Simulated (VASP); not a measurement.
The system is Ca.

```
Ca
1.0
     0.00000    2.40613    2.40613
     2.40613    0.00000    2.40613
     2.40613    2.40613    0.00000
Ca
1
Direct
  0.00000 0.00000 0.00000
```

```yaml
Program: VASP 6.6.1
Task: relaxation of cell and atoms
Functional: PBE
Potentials_or_basis: VASP PAW PBE potentials, release 64 (Ca_sv)
Cutoff: 500 eV
k_mesh: 6 × 6 × 6
Occupations: fermi-dirac, width 0.1 eV
Spin: collinear spin
Starting_moments: "[0.5] μB"
```

At the start: pressure 13.8 GPa; volume 27.86 Å³/atom.

Task: How do energy, volume and symmetry change on relaxing?

Result: Over 19 steps the energy falls by 465.4 meV/atom and the volume is 42.08 Å³/atom (+51.1 %); space group Fm-3m (No. 225, to 0.1 Å) before and after; moment 0.00 μB per cell.

Step by step:
```
step  energy change (eV)  largest force (eV/Å)  pressure (GPa)  volume (Å³)
   1              0.0000                0.0000           13.82        27.86
   2             -0.4480                0.0000            1.73        38.72
   3             -0.4590                0.0000           -0.86        44.49
   4             -0.4654                0.0000           -0.06        42.32
   5             -0.4654                0.0000            0.08        41.99
   6             -0.4654                0.0000            0.08        41.99
   7             -0.4654                0.0000            0.07        42.00
   8             -0.4654                0.0000            0.07        42.00
   9             -0.4654                0.0000            0.07        42.00
  10             -0.4654                0.0000            0.07        42.00
  11             -0.4654                0.0000            0.07        42.00
  12             -0.4654                0.0000            0.07        42.00
  13             -0.4654                0.0000            0.07        42.00
  14             -0.4654                0.0000            0.07        42.00
  15             -0.4654                0.0000            0.07        42.00
  16             -0.4654                0.0000            0.07        42.01
  17             -0.4654                0.0000            0.06        42.02
  18             -0.4654                0.0000            0.06        42.04
  19             -0.4654                0.0000            0.04        42.08
```

Final structure:
```
Ca
1.0
     0.00000    2.76076    2.76076
     2.76076    0.00000    2.76076
     2.76076    2.76076    0.00000
Ca
1
Cartesian
  0.0000 0.0000 0.0000
```

Caveat: the k points lie up to 0.33 Å⁻¹ apart in the final cell; the volume moved by over 15 % at a fixed basis, so the end points are rough.
